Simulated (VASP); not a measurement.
# CsI (Pm-3m) in VASP: a series of runs, part 2 of 2

VASP 6.6.1. The steps go on from the part before.

**3. Single point, PBE-based screened hybrid**

Contents of POSCAR:

```
CsI
1.0
    4.6080833777      0.0000000000      0.0000000000
    0.0000000000      4.6080833777      0.0000000000
    0.0000000000      0.0000000000      4.6080833777
Cs I
1 1
Direct
    0.0000000000      0.0000000000      0.0000000000
    0.5000000000      0.5000000000      0.5000000000
```

Contents of INCAR.step1:

```
SYSTEM = CsI
PREC     = Accurate       ! precision mode
ENCUT    = 400            ! plane-wave cutoff, eV
EDIFF    = 1E-5           ! SCF threshold, eV
ISMEAR   = 0              ! smearing method
SIGMA    = 0.01           ! smearing width, eV
LREAL    = .FALSE.        ! projectors in reciprocal space
LASPH    = .TRUE.         ! aspherical terms in the spheres
NELM     = 120            ! most SCF steps
ALGO     = Normal         ! electronic algorithm
ISIF     = 2              ! what is computed and relaxed
LWAVE    = .TRUE.         ! write WAVECAR
LCHARG   = .FALSE.        ! write CHGCAR
NBANDS   = 15             ! bands
GGA      = PE             ! functional
GGA_COMPAT= .FALSE.
```

Contents of INCAR.step2:

```
SYSTEM = CsI
PREC     = Accurate       ! precision mode
ENCUT    = 400            ! plane-wave cutoff, eV
EDIFF    = 1E-6           ! SCF threshold, eV
ISMEAR   = 0              ! smearing method
SIGMA    = 0.01           ! smearing width, eV
LREAL    = .FALSE.        ! projectors in reciprocal space
LASPH    = .TRUE.         ! aspherical terms in the spheres
NELM     = 120            ! most SCF steps
ALGO     = Normal         ! electronic algorithm
ISIF     = 2              ! what is computed and relaxed
LWAVE    = .FALSE.        ! write WAVECAR
LCHARG   = .FALSE.        ! write CHGCAR
GGA      = PE             ! functional
LHFCALC  = .TRUE.         ! exact exchange
AEXX     = 0.2            ! exact-exchange fraction
HFSCREEN = 0.1            ! screening, 1/A
PRECFOCK = Normal       
NBANDS   = 15             ! bands
ISTART   = 1            
GGA_COMPAT= .FALSE.
```

Contents of KPOINTS:

```
Automatic mesh
0
G
  4 4 4
  0 0 0
```

Potentials or basis: VASP PAW PBE potentials, release 64 (Cs_sv, I).

The run is started by

```bash
$ cat potpaw_PBE.64/Cs_sv/POTCAR potpaw_PBE.64/I/POTCAR > POTCAR
$ cp INCAR.step1 INCAR
$ mpirun -np 1 vasp_std > vasp.out
$ cp INCAR.step2 INCAR
$ mpirun -np 1 vasp_std > vasp.out
```

OUTCAR:

```text
SYSTEM = CsI
   PREC = Accurate
   ENCUT = 400
   EDIFF = 1E-6
   ISMEAR = 0
   LREAL = .FALSE.
   LASPH = .TRUE.
   NELM = 120
   ISIF = 2
   GGA = PE
   LHFCALC = .TRUE.
   AEXX = 0.2
   HFSCREEN = 0.1
   PRECFOCK = Normal
   ISTART = 1

 ion  position               nearest neighbor table
   1  0.000  0.000  0.000-
   2  0.500  0.500  0.500-

  LATTYP: Found a simple cubic cell.
 ALAT       =     4.6080833777

  Lattice vectors:

 A1 = (   4.6080833777,   0.0000000000,   0.0000000000)
 A2 = (   0.0000000000,   4.6080833777,   0.0000000000)
 A3 = (   0.0000000000,   0.0000000000,   4.6080833777)

Analysis of symmetry for initial positions (statically):
=====================================================================
 Subroutine PRICEL returns:
 Original cell was already a primitive cell.

 Routine SETGRP: Setting up the symmetry group for a
 simple cubic supercell.

 Subroutine GETGRP returns: Found 48 space group operations
 (whereof 48 operations were pure point group operations)
 out of a pool of 48 trial point group operations.

The static configuration has the point symmetry O_h .

Analysis of symmetry for dynamics (positions and initial velocities):
=====================================================================
 Subroutine PRICEL returns:
 Original cell was already a primitive cell.

 Routine SETGRP: Setting up the symmetry group for a
 simple cubic supercell.

 Subroutine GETGRP returns: Found 48 space group operations
 (whereof 48 operations were pure point group operations)
 out of a pool of 48 trial point group operations.

The dynamic configuration has the point symmetry O_h .

 Subroutine INISYM returns: Found 48 space group operations
 (whereof 48 operations are pure point group operations),
 and found     1 'primitive' translations

----------------------------------------------------------------------------------------

                                     Primitive cell

  volume of cell :      97.8500

  direct lattice vectors                    reciprocal lattice vectors
     4.608083378  0.000000000  0.000000000     0.217009962  0.000000000  0.000000000
     0.000000000  4.608083378  0.000000000     0.000000000  0.217009962  0.000000000
     0.000000000  0.000000000  4.608083378     0.000000000  0.000000000  0.217009962

  length of vectors
     4.608083378  4.608083378  4.608083378     0.217009962  0.217009962  0.217009962

  position of ions in fractional coordinates (direct lattice)
     0.000000000  0.000000000  0.000000000
     0.500000000  0.500000000  0.500000000

  ion indices of the primitive-cell ions
   primitive index   ion index
                 1           1
                 2           2

----------------------------------------------------------------------------------------

 KPOINTS: Automatic mesh

Automatic generation of k-mesh.
 Grid dimensions read from file:
 generate k-points for:    4    4    4

 Generating k-lattice:

  Cartesian coordinates                     Fractional coordinates (reciprocal lattice)
[... 31 lines left out ...]
   dimension x,y,z NGXF=    60 NGYF=   60 NGZF=   60
   ions per type =               1   1
   NGX,Y,Z   is equivalent  to a cutoff of  10.82, 10.82, 10.82 a.u.
   NGXF,Y,Z  is equivalent  to a cutoff of  21.65, 21.65, 21.65 a.u.
 SYSTEM =  CsI
   PREC   = accura    normal or accurate (medium, high low for compatibility)
   ISTART =      1    job   : 0-new  1-cont  2-samecut
   ICHARG =      0    charge: 1-file 2-atom 10-const
   ISPIN  =      1    spin polarized calculation?
   LNONCOLLINEAR =      F non collinear calculations
   LSORBIT =      F    spin-orbit coupling
   LASPH  =      T    aspherical Exc in radial PAW
   ENCUT  =  400.0 eV  29.40 Ry    5.42 a.u.   7.51  7.51  7.51*2*pi/ulx,y,z
   NELM   =    120;   NELMIN=  2; NELMDL=  0     # of ELM steps
   EDIFF  = 0.1E-05   stopping-criterion for ELM
   LREAL  =      F    real-space projection
   EDIFFG = 0.1E-04   stopping-criterion for IOM
   NSW    =      0    number of steps for IOM
   IBRION =     -1    ionic relax: 0-MD 1-quasi-New 2-CG
   NFREE  =      0    steps in history (QN), initial steepest desc. (CG)
   ISIF   =      2    stress and relaxation
   ISYM   =      3    0-nonsym 1-usesym 2-fastsym
   POTIM  = 0.5000    time-step for ionic-motion
   TEBEG  =    0.0;   TEEND  =   0.0 temperature during run
   PSTRESS=    0.0 pullay stress
   NELECT =      16.0000    total number of electrons
   NUPDOWN=      -1.0000    fix difference up-down
   EMIN   =  10.00;   EMAX   =-10.00  energy-range for DOS
   EFERMI =   0.00;   METHOD = LEGACY
   ISMEAR =     0;   SIGMA  =   0.01  broadening in eV -4-tet -1-fermi 0-gaus
   EFERMI_NEDOS =   21; number of points for ismear=-14 and -15
   IALGO  =     38    algorithm
   IMIX   =      1    mixing-type and parameters
     AMIX     =   0.40;   BMIX     =  1.00
     AMIX_MAG =   1.60;   BMIX_MAG =  1.00
  volume/ion in A,a.u.               =      48.93       330.16
  Fermi-wavevector in a.u.,A,eV,Ry     =   0.895216  1.691713 10.903868  0.801412
  Thomas-Fermi vector in A             =   2.017520
   LORBIT       =      0    0 simple, 1 ext, 2 COOP (PROOUT), +10 PAW based schemes
   GGA     = PE    functional components
   LHFCALC =     T    Hartree Fock is set to
   PRECFOCK=normal    Normal, Fast or Accurate (Low or Medium for compatibility)
   ENCUT4O =  -1.0   cutoff for four orbital integrals eV
   NKREDX  =     1    reduce k-point grid by
   NKREDY  =     1    reduce k-point grid by
   NKREDZ  =     1    reduce k-point grid by
   AEXX    =    0.2000 exact exchange contribution
   HFSCREEN=    0.1000 screening length (either q_TF or 0.3 A-1)
   HFSCREENC=   0.1000 screening length for correlation (either q_TF or 0.3 A-1)
   ENCUTFOCK=  -1.0 apply spherical cutoff to Coloumb kernel
   IVDW    =     0    specifies the selected vdW correction
   LEPSILON=     F    determine dielectric tensor
   LRPA    =     F    only Hartree local field effects (RPA)
 non-spin polarized calculation
 Gauss-broadening in eV      SIGMA  =   0.01
  energy-cutoff  :      400.00
  volume of cell :       97.85
 maximum number of plane-waves:      1800
  NGX = 24; NGY = 24; NGZ = 24

 number of electron      16.0000010 magnetization

 Free energy of the ion-electron system (eV)
  ---------------------------------------------------
  ext. energy  EPLUGINS =         0.00000000
  ---------------------------------------------------
  free energy    TOTEN  =        -6.31848892 eV

  energy without entropy =       -6.31848892  energy(sigma->0) =       -6.31848892

 E-fermi :   0.0370     XC(G=0):  -6.5230

 val. band max:       -0.0495967462   @ k =   0.5000   0.5000   0.0000
 cond. band min:       4.7851764141   @ k =   0.0000   0.0000   0.0000
 fundamental gap:      4.8347731604
 Fermi energy:         0.0369641601

 k-point     1 :       0.0000    0.0000    0.0000
  band No.  band energies     occupation
      1     -21.6785      2.00000
      2     -11.4183      2.00000
      3      -7.5623      2.00000
      4      -7.5623      2.00000
      5      -7.5623      2.00000
      6      -0.1499      2.00000
      7      -0.1499      2.00000
      8      -0.1499      2.00000
      9       4.7852      0.00000
     10       5.2142      0.00000
     11       5.2143      0.00000
     12       8.9129      0.00000
     13       8.9129      0.00000
     14       8.9129      0.00000
[... 149 lines left out ...]
      2     -11.1331      2.00000
      3      -7.8010      2.00000
      4      -7.8010      2.00000
      5      -7.8010      2.00000
      6      -1.3745      2.00000
      7      -1.3745      2.00000
      8      -1.3745      2.00000
      9       8.1331      0.00000
     10       8.1331      0.00000
     11       8.1331      0.00000
     12       8.9501      0.00000
     13       8.9501      0.00000
     14       8.9501      0.00000
     15      11.0088      0.00000

------------------------ aborting loop because EDIFF is reached ----------------------------------------

  FORCE on cell =-STRESS in cart. coord.  units (eV):
  Direction    XX          YY          ZZ          XY          YZ          ZX
  --------------------------------------------------------------------------------------
  -------------------------------------------------------------------------------------
  Total        0.1339166      0.1339166      0.1339166      0.0000000      0.0000000     -0.0000000
  in kB        2.1927237      2.1927237      2.1927237      0.0000000      0.0000000     -0.0000000
  external PRESSURE =       2.1927237 kB  Pullay stress =       0.0000000 kB

 VOLUME and BASIS-vectors are now :
 -----------------------------------------------------------------------------
  energy-cutoff  :      400.00
  volume of cell :       97.85
      direct lattice vectors                 reciprocal lattice vectors
     4.608083378  0.000000000  0.000000000     0.217009962  0.000000000  0.000000000
     0.000000000  4.608083378  0.000000000     0.000000000  0.217009962  0.000000000
     0.000000000  0.000000000  4.608083378     0.000000000  0.000000000  0.217009962

 POSITION                                       TOTAL-FORCE (eV/Angst)
 -----------------------------------------------------------------------------------
      0.00000      0.00000      0.00000         0.000000      0.000000      0.000000
      2.30404      2.30404      2.30404         0.000000      0.000000      0.000000
 -----------------------------------------------------------------------------------
    total drift:                                0.000026      0.000025      0.000026

  FREE ENERGIE OF THE ION-ELECTRON SYSTEM (eV)
  ---------------------------------------------------
  free  energy   TOTEN  =        -6.3184889208 eV

  energy  without entropy=       -6.3184889208  energy(sigma->0) =       -6.31848892
```

Run time: 6.4 min. Hardware: 1 thread of Intel Xeon Platinum 8259CL at 2.50GHz (Skylake/Cascade Lake), shared host; peak memory 0.28 GiB.

What came out:

```yaml
Free_energy: -6.3185 eV
Pressure: 0.2 GPa
Band_gap_on_the_k_mesh: 4.83 eV, indirect (least direct gap 4.94 eV)
```

Caveat: the PAW data sets were made with another functional, which shifts forces and pressure a little; spin-orbit coupling is left out, which moves the levels of the heavy elements. A k mesh can miss the band edges.

**4. Single point, PBE-based screened hybrid**

POSCAR is that of step 3.

Contents of INCAR.step1:

```
SYSTEM = CsI
PREC = Accurate ; ENCUT = 400
EDIFF = 1E-5 ; ISMEAR = 0
SIGMA = 0.01 ; LREAL = .FALSE.
LASPH = .TRUE. ; NELM = 120
ALGO = Normal ; ISIF = 2
LWAVE = .TRUE. ; GGA = PE
NBANDS = 15 ; GGA_COMPAT = .FALSE.
```

Contents of INCAR.step2:

```
SYSTEM = CsI
PREC = Accurate ; ENCUT = 400
EDIFF = 1E-6 ; ISMEAR = 0
SIGMA = 0.01 ; LREAL = .FALSE.
LASPH = .TRUE. ; NELM = 120
ALGO = Normal ; ISIF = 2
LWAVE = .FALSE. ; LCHARG = .TRUE.
GGA = PE ; LHFCALC = .TRUE.
AEXX = 0.75 ; HFSCREEN = 0.3
PRECFOCK = Normal ; LELF = .TRUE.
LVHAR = .TRUE. ; ISTART = 1
NBANDS = 15 ; GGA_COMPAT = .FALSE.
```

KPOINTS is that of step 3.

The run is started by

```bash
$ cat potpaw_PBE.64/Cs_sv/POTCAR potpaw_PBE.64/I/POTCAR > POTCAR
$ cp INCAR.step1 INCAR
$ mpirun -np 1 vasp_std > vasp.out
$ cp INCAR.step2 INCAR
$ mpirun -np 1 vasp_std > vasp.out
```

Run time: 8.9 min. Hardware: 1 thread of Intel Xeon Platinum 8259CL at 2.50GHz (Skylake/Cascade Lake), shared host; peak memory 0.28 GiB.

It converged, with:

- Free energy: -7.9375 eV
- Pressure: -0.3 GPa
- Band gap on the k mesh: 6.21 eV, indirect (least direct gap 6.31 eV)

Levels at points of the mesh, in eV from the valence-band top:
| k point | band 6 | band 7 | band 8 | band 9 | band 10 | band 11 |
| --- | --- | --- | --- | --- | --- | --- |
| (0.00, 0.00, 0.00) | -0.10 | -0.10 | -0.10 | 6.21 | 6.52 | 6.52 |
| (0.50, 0.00, 0.00) | -1.64 | -0.23 | -0.23 | 7.73 | 8.84 | 9.22 |
| (0.50, 0.50, 0.00) | -0.98 | -0.98 | 0.00 | 6.58 | 7.36 | 8.68 |
| (0.50, 0.50, 0.50) | -1.39 | -1.39 | -1.39 | 9.53 | 9.53 | 9.53 |

Caveat: the PAW data sets were made with another functional, which shifts forces and pressure a little; spin-orbit coupling is left out, which moves the levels of the heavy elements.

**5. Single point, HSE06**

POSCAR is that of step 4.

Contents of INCAR.step1:

```
PREC = Accurate
ENCUT = 400
EDIFF = 1E-5
ISMEAR = -1
SIGMA = 0.5
LREAL = False
LASPH = True
NELM = 120
ALGO = Normal
ISIF = 2
LWAVE = True
LCHARG = False
NBANDS = 15
GGA = PE
GGA_COMPAT = False
```

Contents of INCAR.step2:

```
PREC = Accurate
ENCUT = 400
EDIFF = 1E-6
ISMEAR = -1
SIGMA = 0.5
LREAL = False
LASPH = True
NELM = 120
ALGO = Normal
ISIF = 2
LWAVE = False
LCHARG = False
GGA = PE
LHFCALC = True
HFSCREEN = 0.2079
PRECFOCK = Normal
NBANDS = 15
ISTART = 1
GGA_COMPAT = False
```

Contents of KPOINTS:

```
regular mesh
0
Gamma
  4 4 4
```

The run is started by

```bash
$ cat potpaw_PBE.64/Cs_sv/POTCAR potpaw_PBE.64/I/POTCAR > POTCAR
$ cp INCAR.step1 INCAR
$ mpirun -np 1 vasp_std > vasp.out
$ cp INCAR.step2 INCAR
$ mpirun -np 1 vasp_std > vasp.out
```

It took 15 min on 1 thread of Intel Xeon Platinum 8259CL at 2.50GHz (Skylake/Cascade Lake), shared host; peak memory 0.27 GiB.

It converged, with:

| Property | Result |
| --- | --- |
| Free energy | -6.3156 eV |
| Pressure | 0.2 GPa |
| Band gap on the k mesh | 4.78 eV, indirect (least direct gap 4.88 eV) |

Levels at points of the mesh, in eV from the valence-band top:
| k point | band 5 | band 6 | band 7 | band 8 | band 9 | band 10 | band 11 | band 12 |
| --- | --- | --- | --- | --- | --- | --- | --- | --- |
| (0.00, 0.00, 0.00) | -7.56 | -0.10 | -0.10 | -0.10 | 4.78 | 5.19 | 5.19 | 8.92 |
| (0.50, 0.00, 0.00) | -7.50 | -1.58 | -0.23 | -0.23 | 6.27 | 7.40 | 7.72 | 7.84 |
| (0.50, 0.50, 0.00) | -7.46 | -0.91 | -0.91 | 0.00 | 5.23 | 5.93 | 7.18 | 7.18 |
| (0.50, 0.50, 0.50) | -7.80 | -1.32 | -1.32 | -1.32 | 8.12 | 8.12 | 8.12 | 8.96 |

Caveat: the PAW data sets were made with another functional, which shifts forces and pressure a little; spin-orbit coupling is left out, which moves the levels of the heavy elements. A k mesh can miss the band edges.

**6. The runs side by side**

| level | smearing | share of exact exchange | screening parameter | gap on the mesh (eV) | pressure (GPa) |
| --- | --- | --- | --- | --- | --- |
| PBE-based screened hybrid | gaussian 0.01 eV | 0.3 | 0.5 1/Å | 4.36 | 0.2 |
| PBE-based screened hybrid | gaussian 0.01 eV | 0.2 | 0.1 1/Å | 4.83 | 0.2 |
| PBE-based screened hybrid | gaussian 0.01 eV | 0.75 | 0.3 1/Å | 6.21 | -0.3 |
| HSE06 | fermi-dirac 0.5 eV | - | 0.2079 1/Å | 4.78 | 0.2 |

Alike in all rows: task single point; potentials or basis VASP PAW PBE potentials, release 64 (Cs_sv, I); no spin polarisation; cell as given; k mesh 4 × 4 × 4; cutoff (eV) 400.

On the cell as given the gap runs from 4.36 eV (PBE-based screened hybrid) to 6.21 eV (PBE-based screened hybrid). The pressure there spans -0.3 GPa (PBE-based screened hybrid) to 0.2 GPa (PBE-based screened hybrid); a positive pressure means that this level wants a larger cell, a negative one a smaller.

Caveats: the PAW data sets were made with another functional, which shifts forces and pressure a little; spin-orbit coupling is left out, which moves the levels of the heavy elements.

Total energies depend on the potentials used, so only differences within one code and one set of settings carry meaning.
